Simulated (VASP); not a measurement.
A run of VASP 6.6.1 is set up as follows.

The input INCAR:

```
SYSTEM = LiF
ALGO = Normal ; EDIFF = 1E-6
ENCUT = 520 ; GGA = PE
ISIF = 2 ; ISMEAR = -1
LASPH = .TRUE. ; LCHARG = .TRUE.
LELF = .TRUE. ; LREAL = .FALSE.
LVHAR = .TRUE. ; LWAVE = .FALSE.
NBANDS = 12 ; NELM = 60
PREC = Accurate ; SIGMA = 0.02
```

KPOINTS

```
k-points
0
G
  10 10 10
  0 0 0
```

The input POSCAR:

```
LiF
1.0
    0.0000000000      1.9948717393      1.9948717393
    1.9948717393      0.0000000000      1.9948717393
    1.9948717393      1.9948717393      0.0000000000
Li F
1 1
Direct
    0.0000000000      0.0000000000      0.0000000000
    0.5000000000      0.5000000000      0.5000000000
```

Potentials or basis: VASP PAW PBE potentials, release 64 (Li_sv, F).

Command:

```console
$ cat potpaw_PBE.64/Li_sv/POTCAR potpaw_PBE.64/F/POTCAR > POTCAR
$ mpirun -np 1 vasp_std > vasp.out
```

**Question.** What does it give for the band gap on the k mesh?

**Answer.** 9.35 eV, direct.

 A k mesh can miss the band edges.
